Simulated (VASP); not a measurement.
# NaCl (Fm-3m) in VASP: a series of runs, part 2 of 2

VASP 6.6.1. The steps go on from the part before.

## 4. Relaxation of cell and atoms, PBEsol-based global hybrid

POSCAR

```
NaCl
1.0
    0.0000000000      2.7940632177      2.7940632177
    2.7940632177      0.0000000000      2.7940632177
    2.7940632177      2.7940632177      0.0000000000
Cl Na
1 1
Direct
    0.5000000000      0.5000000000      0.5000000000
    0.0000000000      0.0000000000      0.0000000000
```

INCAR.step1

```
ALGO = Normal
EDIFF = 1E-5
ENCUT = 600
GGA = PE
ISMEAR = -1
LASPH = True
LCHARG = False
LREAL = False
LWAVE = True
NBANDS = 14
NELM = 100
PREC = Accurate
SIGMA = 0.05
```

INCAR.step2

```
AEXX = 0.25
ALGO = Normal
EDIFF = 1E-6
EDIFFG = -0.01
ENCUT = 600
GGA = PS
IBRION = 2
ISIF = 3
ISMEAR = -1
ISTART = 1
LASPH = True
LCHARG = False
LHFCALC = True
LREAL = False
LWAVE = False
NELM = 100
NSW = 60
PREC = Accurate
PRECFOCK = Normal
SIGMA = 0.05
```

KPOINTS

```
k-points
0
Gamma
  4 4 4
```

Potentials or basis: VASP PAW PBE potentials, release 64 (Cl, Na_pv).

Started as:

```sh
$ cat potpaw_PBE.64/Cl/POTCAR potpaw_PBE.64/Na_pv/POTCAR > POTCAR
$ cp INCAR.step1 INCAR
$ mpirun -np 1 vasp_std > vasp.out
$ cp INCAR.step2 INCAR
$ mpirun -np 1 vasp_std > vasp.out
```

OUTCAR:

```text
AEXX = 0.25
   EDIFF = 1E-6
   EDIFFG = -0.01
   ENCUT = 600
   GGA = PS
   IBRION = 2
   ISIF = 3
   ISMEAR = -1
   ISTART = 1
   LASPH = True
   LHFCALC = True
   LREAL = False
   NELM = 100
   NSW = 60
   PREC = Accurate
   PRECFOCK = Normal

 ion  position               nearest neighbor table
   1  0.500  0.500  0.500-
   2  0.000  0.000  0.000-

  LATTYP: Found a face centered cubic cell.
 ALAT       =     5.5881264354

  Lattice vectors:

 A1 = (   0.0000000000,   2.7940632177,   2.7940632177)
 A2 = (   2.7940632177,   0.0000000000,   2.7940632177)
 A3 = (   2.7940632177,   2.7940632177,   0.0000000000)

Analysis of symmetry for initial positions (statically):
=====================================================================
 Subroutine PRICEL returns:
 Original cell was already a primitive cell.

 Routine SETGRP: Setting up the symmetry group for a
 face centered cubic supercell.

 Subroutine GETGRP returns: Found 48 space group operations
 (whereof 48 operations were pure point group operations)
 out of a pool of 48 trial point group operations.

The static configuration has the point symmetry O_h .

[... 210 lines left out ...]
      5      -2.0140      2.00000
      6      -2.0140      2.00000
      7      -2.0140      2.00000
      8       5.1799      0.00000
      9      11.3108      0.00000
     10      11.3108      0.00000
     11      11.3108      0.00000
[... 85 lines left out ...]
 k-point     8 :      -0.2500    0.5000    0.2500
  band No.  band energies     occupation
      1     -24.7622      2.00000
      2     -24.7622      2.00000
      3     -24.7577      2.00000
      4     -15.4719      2.00000
      5      -3.3919      2.00000
      6      -3.3919      2.00000
      7      -2.8760      2.00000
      8       9.1637      0.00000
      9       9.8347      0.00000
     10       9.8347      0.00000
     11      11.7285      0.00000

------------------------ aborting loop because EDIFF is reached ----------------------------------------

  FORCE on cell =-STRESS in cart. coord.  units (eV):
  Direction    XX          YY          ZZ          XY          YZ          ZX
  --------------------------------------------------------------------------------------
  -------------------------------------------------------------------------------------
  Total       -0.0004249     -0.0004249     -0.0004249     -0.0000000     -0.0000000     -0.0000000
  in kB       -0.0156353     -0.0156353     -0.0156353     -0.0000000     -0.0000000     -0.0000000
  external PRESSURE =      -0.0156353 kB  Pullay stress =       0.0000000 kB

 VOLUME and BASIS-vectors are now :
 -----------------------------------------------------------------------------
  energy-cutoff  :      600.00
  volume of cell :       43.54
      direct lattice vectors                 reciprocal lattice vectors
     0.000000000  2.792219438  2.792219438    -0.179069021  0.179069021  0.179069021
     2.792219438  0.000000000  2.792219438     0.179069021 -0.179069021  0.179069021
     2.792219438  2.792219438  0.000000000     0.179069021  0.179069021 -0.179069021

 POSITION                                       TOTAL-FORCE (eV/Angst)
 -----------------------------------------------------------------------------------
      2.79222      2.79222      2.79222         0.000000      0.000000     -0.000000
      2.79222      2.79222      0.00000        -0.000000      0.000000      0.000000
 -----------------------------------------------------------------------------------
    total drift:                                0.000000      0.000000      0.000000

  FREE ENERGIE OF THE ION-ELECTRON SYSTEM (eV)
  ---------------------------------------------------
  free  energy   TOTEN  =        -8.5930980793 eV

  energy  without entropy=       -8.5930980793  energy(sigma->0) =       -8.59309808

 reached required accuracy - stopping structural energy minimisation
```

It took 4.8 min on 1 thread of Oxide Virtual Turin-like, shared host; peak memory 0.15 GiB.

Results:

| Property | Result |
| --- | --- |
| Free energy | -8.5931 eV |
| Relaxed volume | 21.77 Å³/atom |
| Relaxed cell | a = 3.949 Å, b = 3.949 Å, c = 3.949 Å, α = 60.00°, β = 60.00°, γ = 60.00° |
| Space group after relaxing (to 0.05 Å) | Fm-3m (No. 225) |
| Energy gained by relaxing | 0.0 meV/atom |
| Ionic steps | 2 |
| Pressure after relaxing | 0.0 GPa |
| Band gap on the k mesh | 7.19 eV, direct |

Final structure:
```
Cl Na
1.0
     0.00000    2.79222    2.79222
     2.79222    0.00000    2.79222
     2.79222    2.79222    0.00000
Cl Na
1 1
Direct
  0.50000 0.50000 0.50000
  0.00000 0.00000 0.00000
```

Caveat: the k points lie up to 0.49 Å⁻¹ apart in the final cell; the PAW data sets were made with another functional, which shifts forces and pressure a little.

## 5. Single point, r2SCAN0

POSCAR is that of step 4.

INCAR.step1

```
PREC = Accurate
ENCUT = 520
EDIFF = 1E-5
ISMEAR = -1
SIGMA = 0.05
LREAL = False
LASPH = True
NELM = 60
ALGO = Normal
ISIF = 2
LWAVE = True
GGA = PE
NBANDS = 14
```

INCAR.step2

```
PREC = Accurate
ENCUT = 520
EDIFF = 1E-7
ISMEAR = -1
SIGMA = 0.05
LREAL = False
LASPH = True
NELM = 60
ALGO = Normal
ISIF = 2
LWAVE = False
LCHARG = True
METAGGA = R2SCAN
LHFCALC = True
AEXX = 0.25
LMIXTAU = True
PRECFOCK = Normal
LELF = True
LVHAR = True
ISTART = 1
NBANDS = 14
```

KPOINTS

```
Automatic mesh
0
Gamma
  4 4 4
```

Started as:

```sh
$ cat potpaw_PBE.64/Cl/POTCAR potpaw_PBE.64/Na_pv/POTCAR > POTCAR
$ cp INCAR.step1 INCAR
$ mpirun -np 1 vasp_std > vasp.out
$ cp INCAR.step2 INCAR
$ mpirun -np 1 vasp_std > vasp.out
```

It took 14 min on 1 thread of Oxide Virtual Turin-like, shared host; peak memory 0.14 GiB.

Results (log left out):

| Item | Value |
| --- | --- |
| Free energy | -13.6517 eV |
| Pressure | -0.1 GPa |
| Band gap on the k mesh | 7.81 eV, direct |

Levels at points of the mesh, in eV from the valence-band top:
```tsv
k point	band 4	band 5	band 6	band 7	band 8	band 9	band 10	band 11
(0.00, 0.00, 0.00)	-14.30	0.00	0.00	0.00	7.81	13.80	13.80	13.80
(0.50, 0.00, 0.00)	-13.90	-2.17	-0.32	-0.32	9.81	13.83	13.83	13.85
(0.50, 0.50, 0.00)	-13.84	-1.91	-0.69	-0.69	10.40	10.44	14.39	18.20
```

Caveat: the k points lie up to 0.49 Å⁻¹ apart; the PAW data sets were made with another functional, which shifts forces and pressure a little.

## 6. Overview

| task | level | cell | cutoff (eV) | share of exact exchange | gap on the mesh (eV) | pressure (GPa) |
| --- | --- | --- | --- | --- | --- | --- |
| single point | PBEsol-based global hybrid | a = 3.951 Å, angles 60.0°, 2 atoms | 520 | 0.25 | 7.18 | -0.1 |
| single point | PBEsol-based global hybrid | a = 3.948 Å, angles 60.0°, 2 atoms | 520 | 0.25 | 7.20 | 0.0 |
| relaxation of cell and atoms | PBEsol-based global hybrid | relaxed from a = 3.951 Å, angles 60.0°, 2 atoms | 600 | 0.25 | 7.19 | 0.0 |
| single point | r2SCAN0 | a = 3.951 Å, angles 60.0°, 2 atoms | 520 | - | 7.81 | -0.1 |

Alike in all rows: potentials or basis VASP PAW PBE potentials, release 64 (Cl, Na_pv); no spin polarisation; k mesh 4 × 4 × 4; smearing fermi-dirac 0.05 eV.

Caveats: all runs use coarse meshes; the PAW data sets were made with another functional, which shifts forces and pressure a little.

Total energies depend on the potentials used, so only differences within one code and one set of settings carry meaning.
